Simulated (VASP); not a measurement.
**Si16HC16 (a cell with a defect): single point with PBE**

Si16HC16 (a cell with a defect):

```
Si C H
1.0
     4.37973    4.37973    4.37973
    -4.37973    4.37973   -4.37973
    -4.37973   -4.37973    4.37973
Si C H
16 16 1
Direct
  0.25062 0.00032 0.99931
  0.24952 0.74851 0.25029
  0.48110 0.73123 0.98833
  0.24945 0.49945 0.49848
  0.49852 0.49949 0.25029
  0.75031 0.50062 0.99931
  0.24921 0.24784 0.74916
  0.50184 0.25121 0.50128
  0.75155 0.26445 0.25533
  0.99997 0.24998 0.99909
  0.49937 0.00028 0.74939
  0.74816 0.99801 0.50144
  0.01482 0.00168 0.25558
  0.75028 0.74930 0.74938
  0.00123 0.75174 0.50131
  0.99778 0.49913 0.74907
  0.49919 0.25052 0.25079
  0.50032 0.99952 0.49809
  0.75306 0.00319 0.24455
  0.49940 0.74940 0.75070
  0.74956 0.75021 0.49815
  0.00053 0.74920 0.25083
  0.49902 0.49707 0.00015
  0.75003 0.50039 0.74991
  0.00210 0.50319 0.50263
  0.24922 0.49922 0.24899
  0.75008 0.25074 0.00059
  0.99813 0.24809 0.74579
  0.25334 0.25218 0.50275
  0.00074 0.00008 0.00065
  0.25042 0.00002 0.74990
  0.24693 0.74898 0.00009
  0.73080 0.97917 0.08289
```

```json
{
 "Program": "VASP 6.6.1",
 "Task": "single point",
 "Functional": "PBE",
 "Potentials or basis": "VASP PAW PBE potentials, release 64 (Si, C, H)",
 "Cutoff": "520 eV",
 "k mesh": "2 × 2 × 2, shifted",
 "Occupations": "gaussian, width 0.02 eV",
 "Spin": "no spin polarisation",
 "Dipole correction": "no",
 "Charge": "1",
 "Further INCAR settings": "LREAL = Auto; ALGO = Normal; EDIFF = 1e-06; NBANDS = 86; NELECT = 128.0"
}
```

```
Largest force : 0.051 eV/Å
```

Forces in eV/Å, atoms in the order of the input:
```
Si   0.001  0.000  0.000
Si   0.000  0.002 -0.001
Si   0.002  0.003 -0.002
Si   0.000  0.000  0.000
Si   0.001  0.003  0.000
Si   0.000  0.000 -0.001
Si  -0.001  0.002  0.001
Si  -0.001 -0.001 -0.002
Si   0.000  0.000 -0.003
Si   0.000  0.000  0.000
Si  -0.002  0.000 -0.001
Si   0.008  0.014 -0.008
Si   0.003 -0.001  0.000
Si   0.000  0.000  0.002
Si   0.002 -0.001  0.000
Si  -0.001  0.002  0.001
C   -0.015 -0.009 -0.005
C    0.001  0.000 -0.004
C   -0.033 -0.023  0.032
C   -0.002 -0.012  0.002
C    0.005  0.001 -0.003
C    0.004 -0.008  0.014
C    0.000  0.004 -0.002
C   -0.001  0.005 -0.004
C    0.007 -0.006 -0.001
C    0.007 -0.004 -0.007
C   -0.008  0.003 -0.002
C   -0.008  0.004  0.009
C    0.001 -0.006 -0.007
C    0.001  0.003  0.009
C    0.004  0.005  0.002
C    0.002  0.005  0.001
H    0.022  0.015 -0.021
```

Levels at points of the mesh, in eV from the Fermi level:
| k point | band 61 | band 62 | band 63 | band 64 | band 65 | band 66 | band 67 | band 68 |
| --- | --- | --- | --- | --- | --- | --- | --- | --- |
| (0.25, 0.25, 0.25) | -0.16 | -0.15 | -0.14 | -0.13 | 3.38 | 3.92 | 4.05 | 4.09 |

Run time: 13 min on 1 thread of Intel Xeon 8259CL, on a shared host, peak memory 0.44 GiB.

Caveat: the cell carries a net charge on a neutralising background, which shifts energy and pressure; the cell is charged against a uniform background, so pressure and absolute levels hang on convention.
